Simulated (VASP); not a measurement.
Wanted: the native input for a VASP 6.6.1 run.

- Task: single point
- Functional: PBE
- Potentials or basis: VASP PAW PBE potentials, release 64 (Ge_d, Sb, Te)
- Cutoff: 520 eV
- k mesh: 9 × 9 × 2
- Occupations: gaussian, width 0.03 eV
- Spin: no spin polarisation
- Dipole correction: no
- Further INCAR settings: ALGO = Normal; EDIFF = 1e-06; NBANDS = 44

The structure of Ge2Sb2Te5 lies in POSCAR:

```
Ge2Sb2Te5
1.0
    4.5625000000      0.0000000000      0.0000000000
   -2.2812500000      3.9512409048      0.0000000000
    0.0000000000      0.0000000000     18.3880000000
Ge Sb Te
2 2 5
Direct
    0.0000000000      0.0000000000      0.3314713560
    0.0000000000      0.0000000000      0.6685286440
    0.3333333333      0.6666666667      0.1121550832
    0.6666666667      0.3333333333      0.8878449168
    0.0000000000      0.0000000000      0.0000000000
    0.3333333333      0.6666666667      0.7913602895
    0.6666666667      0.3333333333      0.2086397105
    0.3333333333      0.6666666667      0.4097504733
    0.6666666667      0.3333333333      0.5902495267
```

The input as run:

INCAR

```
ALGO = Normal
EDIFF = 1E-6
ENCUT = 520
GGA = PE
ISIF = 2
ISMEAR = 0
LASPH = True
LCHARG = False
LREAL = False
LWAVE = False
NBANDS = 44
NELM = 80
PREC = Accurate
SIGMA = 0.03
```

KPOINTS

```
k-points
0
Gamma
  9 9 2
```

Potentials or basis: VASP PAW PBE potentials, release 64 (Ge_d, Sb, Te).

Launch:

```sh
$ cat potpaw_PBE.64/Ge_d/POTCAR potpaw_PBE.64/Sb/POTCAR potpaw_PBE.64/Te/POTCAR > POTCAR
$ mpirun -np 1 vasp_std > vasp.out
```

Results of the run:

The pressure is -5.0 GPa and the largest force is 0.622 eV/Å. The band gap on the k mesh is 0.14 eV.

Caveat: the cell stands under tension; spin-orbit coupling is left out, which moves the levels of the heavy elements; this functional lacks dispersion, which binds layers or chains, so the pressure and a relaxed spacing across them are unreliable.

Run time: 3.3 min on 1 thread of Intel(R) Xeon(R) 6975P-C (Granite Rapids), on a shared host, peak memory 0.63 GiB.
